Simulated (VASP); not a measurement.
Write the native input for VASP 6.6.1 that does the following.

```yaml
Task: single point
Functional: r2SCAN
Potentials_or_basis: VASP PAW PBE potentials, release 64 (Zn, S)
Cutoff: 520 eV
k_mesh: 6 × 6 × 6
Occupations: gaussian, width 0.02 eV
Spin: no spin polarisation
Dipole_correction: no
Further_INCAR_settings: ALGO = Normal; EDIFF = 1e-07; NBANDS = 36
```

The system is ZnS.

```
Zn S
1.0
     1.90363    1.09906    9.35413
    -1.90363    1.09906    9.35413
     0.00000   -2.19812    9.35413
Zn S
3 3
Direct
  0.99998 0.99998 0.99998
  0.22228 0.22228 0.22228
  0.44458 0.44458 0.44458
  0.08326 0.08326 0.08326
  0.52783 0.52783 0.52783
  0.30539 0.30539 0.30539
```

One way to write it, as run:

POSCAR

```
ZnS
1.0
    1.9036300238      1.0990613067      9.3541347981
   -1.9036300238      1.0990613067      9.3541347981
    0.0000000000     -2.1981226134      9.3541347981
Zn S
3 3
Direct
    0.9999789175      0.9999789175      0.9999789175
    0.2222813884      0.2222813884      0.2222813884
    0.4445836769      0.4445836769      0.4445836769
    0.0832619666      0.0832619666      0.0832619666
    0.5278285134      0.5278285134      0.5278285134
    0.3053915373      0.3053915373      0.3053915373
```

INCAR.step1

```
PREC = Accurate ; ENCUT = 520
ISMEAR = 0 ; SIGMA = 0.02
LREAL = False ; LASPH = True
NELM = 100 ; NBANDS = 36
GGA = PE ; ALGO = Normal
EDIFF = 1E-4 ; LWAVE = True
LCHARG = False
```

INCAR.step2

```
PREC = Accurate ; ENCUT = 520
EDIFF = 1E-7 ; ISMEAR = 0
SIGMA = 0.02 ; LREAL = False
LASPH = True ; NELM = 100
ALGO = Normal ; ISIF = 2
LWAVE = False ; LCHARG = False
METAGGA = R2SCAN ; LMIXTAU = True
NBANDS = 36 ; ISTART = 1
```

KPOINTS

```
regular mesh
0
Gamma
  6 6 6
```

Potentials or basis: VASP PAW PBE potentials, release 64 (Zn, S).

The run is started by

```sh
$ cat potpaw_PBE.64/Zn/POTCAR potpaw_PBE.64/S/POTCAR > POTCAR
$ cp INCAR.step1 INCAR
$ mpirun -np 1 vasp_std > vasp.out
$ cp INCAR.step2 INCAR
$ mpirun -np 1 vasp_std > vasp.out
```

It gave:

```json
{"Pressure": "0.1 GPa", "Largest force": "0.007 eV/Å", "Band gap on the k mesh": "2.76 eV, direct"}
```

Caveat: the PAW data sets were made with another functional, which shifts forces and pressure a little.

Wall time 21 min on 1 thread of Intel(R) Xeon(R) 6975P-C (Granite Rapids), with other jobs on the host, peak memory 0.86 GiB.
